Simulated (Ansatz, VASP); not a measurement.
# Nb: VASP beside Ansatz

File INCAR:

```
PREC     = Accurate       # precision mode
ENCUT    = 520            # plane-wave cutoff, eV
EDIFF    = 1E-7           # SCF threshold, eV
ISMEAR   = 0              # smearing method
SIGMA    = 0.15           # smearing width, eV
LREAL    = False          # projectors in reciprocal space
LASPH    = True           # aspherical terms in the spheres
NELM     = 100            # most SCF steps
ALGO     = Normal         # electronic algorithm
ISIF     = 2              # what is computed and relaxed
LWAVE    = False          # write WAVECAR
LCHARG   = False          # write CHGCAR
GGA      = PS             # functional
NBANDS   = 12             # bands
```

Contents of KPOINTS:

```
Automatic mesh
0
Gamma
  20 20 20
```

Contents of POSCAR:

```
Nb
1.0
   -1.7138685000      1.7138685000      1.7138685000
    1.7138685000     -1.7138685000      1.7138685000
    1.7138685000      1.7138685000     -1.7138685000
Nb
1
Direct
    0.0000000000      0.0000000000      0.0000000000
```

Input for Ansatz:

```yaml
crystal:
  lattice:
    - [-1.7138685, 1.7138685, 1.7138685]
    - [1.7138685, -1.7138685, 1.7138685]
    - [1.7138685, 1.7138685, -1.7138685]
  atoms:
    - { symbol: Nb, position: [0.0, 0.0, 0.0] }
basis:
  ecutwfc: 420
kpoints:
  mp_grid: { grid: [20, 20, 20] }
hamiltonian:
  xc: pbesol
scf:
  occupations: { method: gaussian, width: 0.15 }
output:
  forces: true
  stress: true
  eigenvalues: true
```

Change from the starting cell: strain +0.030 along x and y, +0.030 along z, atoms carried along.

Alike in both runs: task single point; functional PBEsol; k mesh 20 × 20 × 20; occupations gaussian, width 0.15 eV; no spin polarisation.

|  | VASP | Ansatz |
| --- | --- | --- |
| version | VASP 6.6.1 | Ansatz 0.2.0 |
| potentials or method | VASP PAW PBE potentials, release 64 (Nb_sv), cutoff 520 eV | scalar-relativistic, plane waves, PAW |
| valence electrons in the cell | 13 | 13 |

|  | VASP | Ansatz | Ansatz less VASP |
| --- | --- | --- | --- |
| gap on the k mesh at the Fermi level (eV) | none | none | - |
| pressure (GPa) | -19.7 | -19.5 | +0.22 |

VASP's potentials were made for PBE, not for PBEsol. A gap of «none» marks a metal or a gap that the smearing closes.
